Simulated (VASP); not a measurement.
# S in VASP: notebook, part 2 of 2

VASP 6.6.1. Earlier steps stand in the parts before.

### 5 Single point, PBE+D3(BJ)

This run uses another cell than the first one, of 49.82 Å³/atom, 0.587 times its volume.

Input file INCAR:

```
PREC = Accurate
ENCUT = 520
EDIFF = 1E-6
ISMEAR = 0
SIGMA = 0.1
LREAL = F
LASPH = T
NELM = 100
ALGO = Normal
ISIF = 2
LWAVE = F
LCHARG = T
LDIPOL = T
IDIPOL = 3
DIPOL = 0.5 0.5 0.500
GGA = PE
IVDW = 12
LELF = T
LVHAR = T
LVACPOTAV = T
NBANDS = 13
```

Input file KPOINTS:

```
regular mesh
0
Gamma
  8 8 1
```

Input file POSCAR:

```
S
1.0
    2.3526667500      0.0000000000      0.0000000000
    0.0000000000      2.3526667500      0.0000000000
    0.0000000000      0.0000000000     18.0000000000
S
2
Direct
    0.5000000000      0.5000000000      0.4037500000
    0.0000000000      0.5000000000      0.5962500000
```

Potentials or basis: VASP PAW PBE potentials, release 64 (S).

Started as:

```console
> cat potpaw_PBE.64/S/POTCAR > POTCAR
> mpirun -np 1 vasp_std > vasp.out
```

OUTCAR:

```text
PREC = Accurate
   ENCUT = 520
   EDIFF = 1E-6
   ISMEAR = 0
   LREAL = F
   LASPH = T
   NELM = 100
   ISIF = 2
   GGA = PE
   IVDW = 12
 IVDW          = 12

 ion  position               nearest neighbor table
   1  0.500  0.500  0.404-
   2  0.000  0.500  0.596-

  LATTYP: Found a simple tetragonal cell.
 ALAT       =     2.3526667500
 C/A-ratio  =     7.6508923331

  Lattice vectors:

 A1 = (   2.3526667500,   0.0000000000,   0.0000000000)
 A2 = (   0.0000000000,   2.3526667500,   0.0000000000)
 A3 = (   0.0000000000,   0.0000000000,  18.0000000000)

Analysis of symmetry for initial positions (statically):
=====================================================================
 Subroutine PRICEL returns:
 Original cell was already a primitive cell.

 Routine SETGRP: Setting up the symmetry group for a
 simple tetragonal supercell.

 Subroutine GETGRP returns: Found  8 space group operations
 (whereof  4 operations were pure point group operations)
 out of a pool of 16 trial point group operations.

The static configuration has the point symmetry C_2v.
 The point group associated with its full space group is D_2h.

Analysis of symmetry for dynamics (positions and initial velocities):
=====================================================================
 Subroutine PRICEL returns:
 Original cell was already a primitive cell.

 Routine SETGRP: Setting up the symmetry group for a
 simple tetragonal supercell.

 Subroutine GETGRP returns: Found  8 space group operations
 (whereof  4 operations were pure point group operations)
 out of a pool of 16 trial point group operations.

The dynamic configuration has the point symmetry C_2v.
 The point group associated with its full space group is D_2h.

 Subroutine INISYM returns: Found  8 space group operations
 (whereof  4 operations are pure point group operations),
 and found     1 'primitive' translations

----------------------------------------------------------------------------------------

                                     Primitive cell

  volume of cell :      99.6307

  direct lattice vectors                    reciprocal lattice vectors
     2.352666750  0.000000000  0.000000000     0.425049574  0.000000000  0.000000000
     0.000000000  2.352666750  0.000000000     0.000000000  0.425049574  0.000000000
     0.000000000  0.000000000 18.000000000     0.000000000  0.000000000  0.055555556

  length of vectors
     2.352666750  2.352666750 18.000000000     0.425049574  0.425049574  0.055555556

  position of ions in fractional coordinates (direct lattice)
     0.500000000  0.500000000  0.403750000
     0.000000000  0.500000000  0.596250000

  ion indices of the primitive-cell ions
   primitive index   ion index
                 1           1
                 2           2

----------------------------------------------------------------------------------------

 KPOINTS: regular mesh

Automatic generation of k-mesh.
 Grid dimensions read from file:
 generate k-points for:    8    8    1

 Generating k-lattice:

  Cartesian coordinates                     Fractional coordinates (reciprocal lattice)
     0.053131197  0.000000000  0.000000000     0.125000000  0.000000000  0.000000000
     0.000000000  0.053131197  0.000000000     0.000000000  0.125000000  0.000000000
     0.000000000  0.000000000  0.055555556     0.000000000  0.000000000  1.000000000

  Length of vectors
     0.053131197  0.053131197  0.055555556
[... 43 lines left out ...]
 SYSTEM =  unknown system
   PREC   = accura    normal or accurate (medium, high low for compatibility)
   ISTART =      0    job   : 0-new  1-cont  2-samecut
   ICHARG =      2    charge: 1-file 2-atom 10-const
   ISPIN  =      1    spin polarized calculation?
   LNONCOLLINEAR =      F non collinear calculations
   LSORBIT =      F    spin-orbit coupling
   LASPH  =      T    aspherical Exc in radial PAW
   ENCUT  =  520.0 eV  38.22 Ry    6.18 a.u.   4.37  4.37 33.47*2*pi/ulx,y,z
   NELM   =    100;   NELMIN=  2; NELMDL= -5     # of ELM steps
   EDIFF  = 0.1E-05   stopping-criterion for ELM
   LREAL  =      F    real-space projection
   EDIFFG = 0.1E-04   stopping-criterion for IOM
   NSW    =      0    number of steps for IOM
   IBRION =     -1    ionic relax: 0-MD 1-quasi-New 2-CG
   NFREE  =      0    steps in history (QN), initial steepest desc. (CG)
   ISIF   =      2    stress and relaxation
   ISYM   =      2    0-nonsym 1-usesym 2-fastsym
   POTIM  = 0.5000    time-step for ionic-motion
   TEBEG  =    0.0;   TEEND  =   0.0 temperature during run
   PSTRESS=    0.0 pullay stress
   NELECT =      12.0000    total number of electrons
   NUPDOWN=      -1.0000    fix difference up-down
   EMIN   =  10.00;   EMAX   =-10.00  energy-range for DOS
   EFERMI =   0.00;   METHOD = LEGACY
   ISMEAR =     0;   SIGMA  =   0.10  broadening in eV -4-tet -1-fermi 0-gaus
   EFERMI_NEDOS =   21; number of points for ismear=-14 and -15
   IALGO  =     38    algorithm
   IMIX   =      4    mixing-type and parameters
     AMIX     =   0.40;   BMIX     =  1.00
     AMIX_MAG =   1.60;   BMIX_MAG =  1.00
  volume/ion in A,a.u.               =      49.82       336.17
  Fermi-wavevector in a.u.,A,eV,Ry     =   0.808483  1.527811  8.893373  0.653644
  Thomas-Fermi vector in A             =   1.917297
   LORBIT       =      0    0 simple, 1 ext, 2 COOP (PROOUT), +10 PAW based schemes
   GGA     = PE    functional components
   LHFCALC =     F    Hartree Fock is set to
   AEXX    =    0.0000 exact exchange contribution
   IVDW    =    12    specifies the selected vdW correction
   LEPSILON=     F    determine dielectric tensor
   LRPA    =     F    only Hartree local field effects (RPA)
 non-spin polarized calculation
 Gauss-broadening in eV      SIGMA  =   0.10
  energy-cutoff  :      520.00
  volume of cell :       99.63
 maximum number of plane-waves:      2711
 NGX is ok and might be reduce to    18
   NGX =  9   NGY =  9   NGZ = 67

 dipolmoment           0.000000      0.000000      0.000000 electrons x Angstroem

 number of electron      12.0000001 magnetization

 dipolmoment           0.000000      0.000000     -0.000000 electrons x Angstroem

 Free energy of the ion-electron system (eV)
  ---------------------------------------------------
  ext. energy  EPLUGINS =         0.00000000
  ---------------------------------------------------
  free energy    TOTEN  =        -7.21639822 eV

  energy without entropy =       -7.20497104  energy(sigma->0) =       -7.21068463

 E-fermi :  -1.4839     XC(G=0):  -4.2838

 val. band max:       -1.5208130844   @ k =   0.3750   0.2500   0.0000
 cond. band min:      -1.4459230874   @ k =   0.3750   0.2500   0.0000
 fundamental gap:      0.0748899970
 Fermi energy:        -1.4838725536

 k-point     1 :       0.0000    0.0000    0.0000
  band No.  band energies     occupation
      1     -18.3542      2.00000
      2     -18.1702      2.00000
      3      -7.0379      2.00000
      4      -5.7240      2.00000
      5       2.6667      0.00000
      6       3.1537      0.00000
      7       3.1561      0.00000
      8       3.2295      0.00000
      9       3.2295      0.00000
     10       3.5732      0.00000
     11       4.3446      0.00000
     12       6.0513      0.00000
     13       6.0832      0.00000
[... 354 lines left out ...]
  band No.  band energies     occupation
      1     -10.8726      2.00000
      2     -10.7243      2.00000
      3      -7.3098      2.00000
      4      -7.2110      2.00000
      5      -4.5033      2.00000
      6      -4.3781      2.00000
      7      -0.9269      0.00000
      8      -0.3007      0.00000
      9       3.4101      0.00000
     10       3.4619      0.00000
     11       6.5612      0.00000
     12       7.8991      0.00000
     13       9.3787      0.00000

 [... further k-points ...]

------------------------ aborting loop because EDIFF is reached ----------------------------------------

 Edisp (eV)   -0.45651

 E8    (eV) :    -0.1707

  FORCE on cell =-STRESS in cart. coord.  units (eV):
  Direction    XX          YY          ZZ          XY          YZ          ZX
  --------------------------------------------------------------------------------------
  -------------------------------------------------------------------------------------
  Total       0.30392    -0.23866    -0.09022     0.00000     0.00000     0.00000
  in kB       4.88741    -3.83796    -1.45090     0.00000     0.00000     0.00000
  external pressure =       -0.13 kB  Pullay stress =        0.00 kB

 VOLUME and BASIS-vectors are now :
 -----------------------------------------------------------------------------
  energy-cutoff  :      520.00
  volume of cell :       99.63
      direct lattice vectors                 reciprocal lattice vectors
     2.352666750  0.000000000  0.000000000     0.425049574  0.000000000  0.000000000
     0.000000000  2.352666750  0.000000000     0.000000000  0.425049574  0.000000000
     0.000000000  0.000000000 18.000000000     0.000000000  0.000000000  0.055555556

 POSITION                                       TOTAL-FORCE (eV/Angst)
 -----------------------------------------------------------------------------------
      1.17633      1.17633      7.26750         0.000000      0.000000      0.020707
      0.00000      1.17633     10.73250         0.000000      0.000000     -0.020707
 -----------------------------------------------------------------------------------
    total drift:                               -0.000000     -0.000000     -0.000000

  FREE ENERGIE OF THE ION-ELECTRON SYSTEM (eV)
  ---------------------------------------------------
  free  energy   TOTEN  =        -7.6729077890 eV

  energy  without entropy=       -7.6614806071  energy(sigma->0) =       -7.66719420

 vacuum level on the upper side and lower side of the slab         4.127         4.127
```

It took 53 s on 1 thread of Intel Xeon 8259CL, shared host; peak memory 0.2 GiB.

Results:

```yaml
Free_energy: -7.6729 eV
Largest_force: 0.021 eV/Å
Band_gap_on_the_k_mesh: zero (band 6 reaches 3.15 eV, above the bottom of band 7 at -1.95 eV)
Dispersion_energy_per_atom: -0.228 eV
```

Forces on the atoms (eV/Å):
```
S    0.000  0.000  0.021
S    0.000  0.000 -0.021
```

### 6 Single point, PBE+D3(BJ)

This run uses another cell than the first one, of 85.23 Å³/atom, 1.004 times its volume.

Input file INCAR:

```
PREC = Accurate ; ENCUT = 520
EDIFF = 1E-7 ; ISMEAR = 0
SIGMA = 0.1 ; LREAL = False
LASPH = True ; NELM = 60
ALGO = Normal ; ISIF = 2
LWAVE = False ; LCHARG = True
LDIPOL = True ; IDIPOL = 3
DIPOL = 0.5 0.5 0.293 ; GGA = PE
IVDW = 12 ; LELF = True
LVHAR = True ; LVACPOTAV = True
NBANDS = 13
```

Input file KPOINTS:

```
Automatic mesh
0
Gamma
  8 8 1
```

Input file POSCAR:

```
S
1.0
    2.3641734249      0.0000000000      0.0000000000
    0.0000000000      2.3462456023      0.0000000000
    0.0000000000      0.0000000000     30.7300000000
S
2
Direct
    0.5000000000      0.5000000000      0.2371858195
    0.0000000000      0.5000000000      0.3485610077
```

Potentials or basis: VASP PAW PBE potentials, release 64 (S).

Started as:

```console
> cat potpaw_PBE.64/S/POTCAR > POTCAR
> mpirun -np 1 vasp_std > vasp.out
```

It took 1.8 min on 1 thread of Intel Xeon 8259CL, shared host; peak memory 0.27 GiB.

It converged, with:

```
Free energy                : -7.6732 eV
Band gap on the k mesh     : zero (band 6 reaches 1.25 eV, above the bottom of band 7 at -3.68 eV)
Dispersion energy per atom : -0.229 eV
```

Levels at points of the mesh, in eV from the Fermi level:
```tsv
k point	band 2	band 3	band 4	band 5	band 6	band 7	band 8	band 9	band 10	band 11
(0.00, 0.00, 0.00)	-16.65	-5.56	-4.17	4.19	4.47	4.55	4.77	4.85	5.04	5.65
(0.50, 0.00, 0.00)	-12.59	-8.10	-8.10	-1.53	-1.53	5.61	5.61	7.03	7.03	10.39
(0.00, 0.50, 0.00)	-12.32	-8.23	-8.06	-1.92	-0.84	4.75	6.57	6.81	6.88	9.89
(0.50, 0.50, 0.00)	-7.80	-5.18	-5.18	-5.00	-5.00	1.51	1.51	3.52	3.52	9.67
```

### 7 Summary

```tsv
cell	k mesh	gap on the mesh (eV)	largest force (eV/Å)
a = 2.367, b = 2.335, c = 30.730 Å, 2 atoms	24 × 24 × 1	none	-
a = 2.364, b = 2.346, c = 30.730 Å, 2 atoms	24 × 24 × 1	none	0.04
a = 2.353, b = 2.353, c = 18.000 Å, 2 atoms	8 × 8 × 1	none	0.02
a = 2.364, b = 2.346, c = 30.730 Å, 2 atoms	8 × 8 × 1	none	-
```

Alike in all rows: task single point; level PBE+D3(BJ); potentials or basis VASP PAW PBE potentials, release 64 (S); no spin polarisation; cutoff (eV) 520; smearing gaussian 0.1 eV.

Absolute energies hang on the potentials; compare differences alone.
